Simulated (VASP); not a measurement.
Set up this calculation in VASP 6.6.1, as the native input.

```yaml
Task: single point
Functional: PBE
Potentials_or_basis: VASP PAW PBE potentials, release 64 (Al)
Cutoff: 520 eV
k_mesh: 17 × 17 × 5
Occupations: fermi-dirac, width 0.08 eV
Spin: no spin polarisation
Dipole_correction: no
Further_INCAR_settings: ALGO = Normal; EDIFF = 1e-06; NBANDS = 14
```

The structure of Al lies in POSCAR:

```
Al
1.0
    2.1420380050      0.0000000000      0.0000000000
   -1.0710190025      1.8550593282      0.0000000000
    0.0000000000      0.0000000000      6.9748188426
Al
4
Direct
    0.0000000000      0.0000000000      0.0000000000
    0.0000000000      0.0000000000      0.5000000000
    0.3333333333      0.6666666667      0.2500000000
    0.6666666667      0.3333333333      0.7500000000
```

These files were run (other wordings do the same):

INCAR

```
ALGO = Normal
EDIFF = 1E-6
ENCUT = 520
GGA = PE
ISIF = 2
ISMEAR = -1
LASPH = True
LCHARG = True
LELF = True
LREAL = False
LVHAR = True
LWAVE = False
NBANDS = 14
NELM = 60
PREC = Accurate
SIGMA = 0.08
```

KPOINTS

```
k-points
0
Gamma
  17 17 5
```

Potentials or basis: VASP PAW PBE potentials, release 64 (Al).

The run is started by

```bash
$ cat potpaw_PBE.64/Al/POTCAR > POTCAR
$ mpirun -np 1 vasp_std > vasp.out
```

Results of the run:

| Property | Result |
| --- | --- |
| Pressure | 404.3 GPa |
| Band gap on the k mesh | zero (band 6 reaches 26.42 eV, above the bottom of band 7 at 18.58 eV) |

Wall time 37 s on 1 thread of Intel Xeon 8259CL (shared host), peak memory 0.12 GiB.
